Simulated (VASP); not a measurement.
# GaN in VASP: notebook, part 2 of 2

VASP 6.6.1. Earlier steps stand in the parts before.

### 3 Single point, LDA (atoms displaced along a vibrational mode)

Contents of INCAR:

```
  ALGO = Normal
  EDIFF = 1E-7
  ENCUT = 520
  GGA = CA
  ISIF = 2
  ISMEAR = 0
  LASPH = True
  LCHARG = False
  LREAL = False
  LWAVE = False
  NBANDS = 46
  NELM = 100
  PREC = Accurate
  SIGMA = 0.05
```

Contents of KPOINTS:

```
k-points
0
Gamma
  8 6 6
```

Contents of POSCAR:

```
GaN
1.0
   -3.1515767111      0.0000000000      0.0000000000
    0.0000000000      0.0000000000     -5.1382481593
    0.0000000000     -5.4586909876      0.0000000000
Ga N
4 4
Direct
    0.5000000000      0.0027940514      0.1764536390
    0.0000000000     -0.0049494567      0.6568827892
    0.0000000000      0.4950505433      0.3431172108
    0.5000000000      0.5027940514      0.8235463610
    0.5000000000      0.6313572161      0.1680918961
    0.0000000000      0.6349505828      0.6652604699
    0.0000000000      0.1349505828      0.3347395301
    0.5000000000      0.1313572161      0.8319081039
```

Potentials or basis: VASP PAW LDA potentials, release 64 (Ga_d, N).

Started as:

```
cat potpaw_LDA.64/Ga_d/POTCAR potpaw_LDA.64/N/POTCAR > POTCAR
mpirun -np 1 vasp_std > vasp.out
```

OUTCAR:

```text
EDIFF = 1E-7
   ENCUT = 520
   GGA = CA
   ISIF = 2
   ISMEAR = 0
   LASPH = True
   LREAL = False
   NELM = 100
   PREC = Accurate

 ion  position               nearest neighbor table
   1  0.500  0.003  0.176-   5 1.91   7 1.92   7 1.92   8 1.99
   2  0.000  0.995  0.657-   6 1.85   7 1.90   8 1.97   8 1.97
   3  0.000  0.495  0.343-   7 1.85   6 1.90   5 1.97   5 1.97
   4  0.500  0.503  0.824-   8 1.91   6 1.92   6 1.92   5 1.99
   5  0.500  0.631  0.168-   1 1.91   3 1.97   3 1.97   4 1.99
   6  0.000  0.635  0.665-   2 1.85   3 1.90   4 1.92   4 1.92
   7  0.000  0.135  0.335-   3 1.85   2 1.90   1 1.92   1 1.92
   8  0.500  0.131  0.832-   4 1.91   2 1.97   2 1.97   1 1.99

  LATTYP: Found a simple orthorhombic cell.
 ALAT       =     3.1515767111
 B/A-ratio  =     1.6303738193
 C/A-ratio  =     1.7320508076

  Lattice vectors:

 A1 = (  -3.1515767111,   0.0000000000,   0.0000000000)
 A2 = (   0.0000000000,   0.0000000000,  -5.1382481593)
 A3 = (   0.0000000000,  -5.4586909876,   0.0000000000)

Analysis of symmetry for initial positions (statically):
=====================================================================
 Subroutine PRICEL returns:
 Original cell was already a primitive cell.

 Routine SETGRP: Setting up the symmetry group for a
 simple orthorhombic supercell.

 Subroutine GETGRP returns: Found  4 space group operations
 (whereof  2 operations were pure point group operations)
 out of a pool of  8 trial point group operations.

The static configuration has the point symmetry C_1h.
 The point group associated with its full space group is C_2v.

Analysis of symmetry for dynamics (positions and initial velocities):
=====================================================================
 Subroutine PRICEL returns:
 Original cell was already a primitive cell.

 Routine SETGRP: Setting up the symmetry group for a
 simple orthorhombic supercell.
[... 141 lines left out ...]
  Thomas-Fermi vector in A             =   2.636583
   LORBIT       =      0    0 simple, 1 ext, 2 COOP (PROOUT), +10 PAW based schemes
   GGA     = CA    functional components
   LHFCALC =     F    Hartree Fock is set to
   AEXX    =    0.0000 exact exchange contribution
   IVDW    =     0    specifies the selected vdW correction
   LEPSILON=     F    determine dielectric tensor
   LRPA    =     F    only Hartree local field effects (RPA)
 non-spin polarized calculation
 Gauss-broadening in eV      SIGMA  =   0.05
  energy-cutoff  :      520.00
  volume of cell :       88.40
 maximum number of plane-waves:      2408
 NGX is ok and might be reduce to    24
   NGX = 11   NGY = 19   NGZ = 21

 number of electron      71.9999969 magnetization

 Free energy of the ion-electron system (eV)
  ---------------------------------------------------
  ext. energy  EPLUGINS =         0.00000000
  ---------------------------------------------------
  free energy    TOTEN  =       -55.56813622 eV

  energy without entropy =      -55.56813622  energy(sigma->0) =      -55.56813622

 E-fermi :   5.7509     XC(G=0): -12.2997

 val. band max:        5.5360023127   @ k =   0.0000   0.0000   0.0000
 cond. band min:       7.5547919214   @ k =   0.0000   0.0000   0.0000
 fundamental gap:      2.0187896086
 Fermi energy:         5.7508927436

 k-point     1 :       0.0000    0.0000    0.0000
  band No.  band energies     occupation
      1     -10.8350      2.00000
      2     -10.0545      2.00000
      3      -9.4742      2.00000
      4      -9.4388      2.00000
      5      -8.2007      2.00000
      6      -8.1607      2.00000
[... 1165 lines left out ...]
     45      15.1396      0.00000
     46      15.3480      0.00000

 [... further k-points ...]

------------------------ aborting loop because EDIFF is reached ----------------------------------------

  FORCE on cell =-STRESS in cart. coord.  units (eV):
  Direction    XX          YY          ZZ          XY          YZ          ZX
  --------------------------------------------------------------------------------------
  -------------------------------------------------------------------------------------
  Total       -0.3135048     -0.3251498      3.8609663      0.0000000      0.0000000      0.0000000
  in kB       -5.6822881     -5.8933555     69.9801914      0.0000000      0.0000000      0.0000000
  external PRESSURE =      19.4681826 kB  Pullay stress =       0.0000000 kB

 VOLUME and BASIS-vectors are now :
 -----------------------------------------------------------------------------
  energy-cutoff  :      520.00
  volume of cell :       88.40
      direct lattice vectors                 reciprocal lattice vectors
    -3.151576711  0.000000000  0.000000000    -0.317301494  0.000000000  0.000000000
     0.000000000  0.000000000 -5.138248159     0.000000000  0.000000000 -0.194618860
     0.000000000 -5.458690988  0.000000000     0.000000000 -0.183194103  0.000000000

 POSITION                                       TOTAL-FORCE (eV/Angst)
 -----------------------------------------------------------------------------------
     -1.57579     -0.96321     -0.01436         0.000000      1.269686     -0.148341
      0.00000     -3.58572     -5.11282         0.000000     -1.336223     -1.417816
      0.00000     -1.87297     -2.54369         0.000000      1.336223     -1.417816
     -1.57579     -4.49549     -2.58348         0.000000     -1.269686     -0.148341
     -1.57579     -0.91756     -3.24407         0.000000     -0.039504      0.611560
      0.00000     -3.63145     -3.26253         0.000000     -0.087743      0.954597
      0.00000     -1.82724     -0.69341         0.000000      0.087743      0.954597
     -1.57579     -4.54113     -0.67495         0.000000      0.039504      0.611560
 -----------------------------------------------------------------------------------
    total drift:                               -0.000000      0.000007     -0.000326

  FREE ENERGIE OF THE ION-ELECTRON SYSTEM (eV)
  ---------------------------------------------------
  free  energy   TOTEN  =       -55.5681362236 eV

  energy  without entropy=      -55.5681362236  energy(sigma->0) =      -55.56813622
```

OSZICAR:

```text
N       E                     dE             d eps       ncg     rms          rms(c)
DAV:   1     0.804113336624E+03    0.80411E+03   -0.32731E+04  8224   0.295E+03
DAV:   2     0.100086360507E+03   -0.70403E+03   -0.66631E+03  7520   0.721E+02
DAV:   3    -0.520840067687E+02   -0.15217E+03   -0.14792E+03  8542   0.223E+02
DAV:   4    -0.635719789683E+02   -0.11488E+02   -0.11365E+02  9122   0.640E+01
DAV:   5    -0.639524571933E+02   -0.38048E+00   -0.37970E+00  9278   0.117E+01    0.153E+01
DAV:   6    -0.555173955402E+02    0.84351E+01   -0.25044E+01 13930   0.583E+01    0.425E+00
DAV:   7    -0.556926127661E+02   -0.17522E+00   -0.38798E+00  8168   0.101E+01    0.369E+00
DAV:   8    -0.555932357159E+02    0.99377E-01   -0.40935E-01 11432   0.687E+00    0.919E-01
DAV:   9    -0.555672347292E+02    0.26001E-01   -0.11548E-01 11170   0.478E+00    0.403E-01
DAV:  10    -0.555681257686E+02   -0.89104E-03   -0.12984E-02  9310   0.103E+00    0.252E-01
DAV:  11    -0.555681927802E+02   -0.67012E-04   -0.94712E-04  9968   0.686E-01    0.880E-02
DAV:  12    -0.555681301672E+02    0.62613E-04   -0.37220E-04 11536   0.517E-01    0.375E-02
DAV:  13    -0.555681359760E+02   -0.58088E-05   -0.20403E-04  9606   0.961E-02    0.200E-02
DAV:  14    -0.555681370331E+02   -0.10571E-05   -0.16460E-05 10208   0.314E-02    0.115E-02
DAV:  15    -0.555681365527E+02    0.48039E-06   -0.10379E-06 11920   0.708E-02    0.782E-03
DAV:  16    -0.555681361709E+02    0.38175E-06   -0.20609E-06 11218   0.320E-02    0.933E-04
DAV:  17    -0.555681362236E+02   -0.52689E-07   -0.77543E-07  8190   0.208E-02
   1 F= -.55568136E+02 E0= -.55568136E+02  d E =-.934519E-12
```

It took 9.5 min on 1 thread of Intel Xeon 8259CL, shared host; peak memory 0.33 GiB.

Results:

```yaml
Free_energy: -55.5681 eV
Pressure: 1.9 GPa
Largest_force: 1.948 eV/Å
Band_gap_on_the_k_mesh: 2.02 eV
```

Forces on the atoms (eV/Å):
```
Ga   0.000  1.270 -0.148
Ga   0.000 -1.336 -1.418
Ga   0.000  1.336 -1.418
Ga   0.000 -1.270 -0.148
N    0.000 -0.040  0.612
N    0.000 -0.088  0.955
N    0.000  0.088  0.955
N    0.000  0.040  0.612
```

Stress tensor (GPa, compression positive):
```
-0.57  0.00  0.00
 0.00 -0.59  0.00
 0.00  0.00  7.00
```

Caveat: the cell differs from its parent crystal (atoms displaced along a vibrational mode); forces of over 1 eV/Å act on the atoms, so gaps and moduli don't describe the material at rest.

### 4 Single point, LDA (atoms displaced along a vibrational mode)

Contents of INCAR:

```
SYSTEM = GaN
ALGO = Normal ; EDIFF = 1E-6
ENCUT = 520 ; ISIF = 2
ISMEAR = 0 ; LASPH = .TRUE.
LCHARG = .FALSE. ; LREAL = .FALSE.
LWAVE = .FALSE. ; NBANDS = 46
NELM = 60 ; PREC = Accurate
SIGMA = 0.05
```

Contents of KPOINTS:

```
k-points
0
G
  8 6 6
  0 0 0
```

Contents of POSCAR:

```
GaN
1.0
   -3.1515767111      0.0000000000      0.0000000000
    0.0000000000      0.0000000000     -5.1382481593
    0.0000000000     -5.4586909876      0.0000000000
Ga N
4 4
Direct
    0.5000000000      0.0015887758      0.1666658947
    0.0000000000      0.0015887758      0.6666658947
    0.0000000000      0.5015887758      0.3333341053
    0.5000000000      0.5015887758      0.8333341053
    0.5000000000      0.6198809019      0.1666619190
    0.0000000000      0.6198809019      0.6666619190
    0.0000000000      0.1198809019      0.3333380810
    0.5000000000      0.1198809019      0.8333380810
```

Started as:

```
cat potpaw_LDA.64/Ga_d/POTCAR potpaw_LDA.64/N/POTCAR > POTCAR
mpirun -np 1 vasp_std > vasp.out
```

Run time: 8.2 min. Hardware: 1 thread of Intel Xeon 8259CL, shared host; peak memory 0.33 GiB.

Results (log left out):

| Quantity | Value |
| --- | --- |
| Free energy | -55.8012 eV |
| Pressure | 1.3 GPa |
| Largest force | 0.322 eV/Å |
| Band gap on the k mesh | 2.15 eV |

Forces in eV/Å, atoms in the order of the input:
```
Ga   0.000  0.000  0.322
Ga   0.000  0.000  0.322
Ga   0.000  0.000  0.322
Ga   0.000  0.000  0.322
N    0.000 -0.001 -0.322
N    0.000 -0.001 -0.322
N    0.000  0.001 -0.322
N    0.000  0.001 -0.322
```

Stress tensor (GPa, compression positive):
```
 2.41  0.00  0.00
 0.00  2.41  0.00
 0.00  0.00 -0.78
```

Levels at points of the mesh, in eV from the valence-band top:
```tsv
k point	band 32	band 33	band 34	band 35	band 36	band 37	band 38	band 39	band 40	band 41
(0.00, 0.00, 0.00)	-1.09	-1.09	-0.03	-0.03	0.00	2.15	4.34	4.98	5.67	6.01
(0.50, 0.00, 0.00)	-4.17	-2.29	-2.29	-1.94	-1.94	5.71	5.71	6.81	6.81	7.79
(0.00, 0.50, 0.00)	-1.93	-0.57	-0.57	-0.57	-0.57	4.41	4.41	4.41	4.41	7.74
(0.50, 0.50, 0.00)	-3.62	-1.69	-1.69	-1.69	-1.69	5.87	5.87	5.87	5.87	8.06
(0.00, 0.00, 0.50)	-2.10	-0.69	-0.69	-0.58	-0.58	4.42	4.42	5.97	5.97	7.38
(0.50, 0.00, 0.50)	-2.91	-2.26	-2.26	-1.13	-1.13	4.98	4.98	5.67	5.67	6.01
(0.00, 0.50, 0.50)	-2.18	-1.39	-1.39	-1.39	-1.39	5.31	5.31	5.31	5.31	7.68
(0.50, 0.50, 0.50)	-2.09	-1.93	-1.93	-1.93	-1.93	4.41	4.41	4.41	4.41	7.74
```

Caveat: the cell differs from its parent crystal (atoms displaced along a vibrational mode).

### 5 Single point, LDA (atoms displaced along a vibrational mode)

Contents of INCAR:

```
PREC     = Accurate       # precision mode
ENCUT    = 520            # plane-wave cutoff, eV
EDIFF    = 1E-6           # SCF threshold, eV
ISMEAR   = 0              # smearing method
SIGMA    = 0.05           # smearing width, eV
LREAL    = False          # projectors in reciprocal space
LASPH    = True           # aspherical terms in the spheres
NELM     = 80             # most SCF steps
ALGO     = Normal         # electronic algorithm
ISIF     = 2              # what is computed and relaxed
LWAVE    = False          # write WAVECAR
LCHARG   = False          # write CHGCAR
GGA      = CA             # functional
NBANDS   = 46             # bands
```

Contents of KPOINTS:

```
Automatic mesh
0
Gamma
  8 6 6
```

Contents of POSCAR:

```
GaN
1.0
   -3.1515767111      0.0000000000      0.0000000000
    0.0000000000      0.0000000000     -5.1382481593
    0.0000000000     -5.4586909876      0.0000000000
Ga N
4 4
Direct
    0.5000000000      0.0068403334      0.1731871885
    0.0000000000      0.0016779947      0.6601399553
    0.0000000000      0.5016779947      0.3398600447
    0.5000000000      0.5068403334      0.8268128115
    0.5000000000      0.6053906535      0.1675914428
    0.0000000000      0.6077862313      0.6657038253
    0.0000000000      0.1077862313      0.3342961747
    0.5000000000      0.1053906535      0.8324085572
```

Started as:

```
cat potpaw_LDA.64/Ga_d/POTCAR potpaw_LDA.64/N/POTCAR > POTCAR
mpirun -np 1 vasp_std > vasp.out
```

Run time: 4 min. Hardware: 1 thread of Intel Xeon Platinum 8259CL at 2.50GHz (Skylake/Cascade Lake), shared host; peak memory 0.33 GiB.

Results (log left out):

* Free energy: -55.4895 eV
* Pressure: 2.8 GPa
* Largest force: 1.630 eV/Å
* Band gap on the k mesh: 2.03 eV

Forces in eV/Å, atoms in the order of the input:
```
Ga   0.000  1.034  1.260
Ga   0.000 -1.101  0.797
Ga   0.000  1.101  0.797
Ga   0.000 -1.034  1.260
N    0.000  0.041 -0.945
N    0.000 -0.123 -1.113
N    0.000  0.123 -1.113
N    0.000 -0.041 -0.945
```

Stress tensor (GPa, compression positive):
```
 6.33  0.00  0.00
 0.00  6.44  0.00
 0.00  0.00 -4.30
```

Levels at points of the mesh, in eV from the valence-band top:
| k point | band 34 | band 35 | band 36 | band 37 | band 38 | band 39 |
| --- | --- | --- | --- | --- | --- | --- |
| (0.00, 0.00, 0.00) | -0.25 | -0.24 | 0.00 | 2.03 | 4.06 | 4.79 |
| (0.50, 0.00, 0.00) | -2.62 | -1.99 | -1.70 | 5.67 | 6.09 | 6.56 |
| (0.00, 0.50, 0.00) | -0.74 | -0.72 | -0.72 | 4.20 | 4.20 | 4.38 |
| (0.50, 0.50, 0.00) | -1.82 | -1.51 | -1.51 | 5.58 | 5.58 | 5.82 |
| (0.00, 0.00, 0.50) | -0.76 | -0.68 | -0.57 | 4.16 | 4.38 | 5.70 |
| (0.50, 0.00, 0.50) | -2.05 | -1.56 | -1.41 | 4.59 | 4.98 | 5.44 |
| (0.00, 0.50, 0.50) | -1.87 | -1.38 | -1.38 | 5.07 | 5.07 | 5.35 |
| (0.50, 0.50, 0.50) | -2.02 | -1.72 | -1.72 | 4.15 | 4.15 | 4.49 |

Caveat: the cell differs from its parent crystal (atoms displaced along a vibrational mode); forces of over 1 eV/Å act on the atoms, so gaps and moduli don't describe the material at rest.

### 6 The runs side by side

| cell | gap on the mesh (eV) | pressure (GPa) | largest force (eV/Å) |
| --- | --- | --- | --- |
| as given, atomic positions A | 2.05 | 2.3 | 1.35 |
| as given, atomic positions B | 2.02 | 1.9 | 1.95 |
| as given, atomic positions C | 2.15 | 1.3 | 0.32 |
| as given, atomic positions D | 2.03 | 2.8 | 1.63 |

Alike in all rows: task single point; level LDA; potentials or basis VASP PAW LDA potentials, release 64 (Ga_d, N); no spin polarisation; k mesh 8 × 6 × 6; cutoff (eV) 520; smearing gaussian 0.05 eV.

Caveats: forces of over 1 eV/Å act on the atoms, so gaps and moduli don't describe the material at rest (at least some runs).

Total energies depend on the potentials used, so only differences within one code and one set of settings carry meaning.
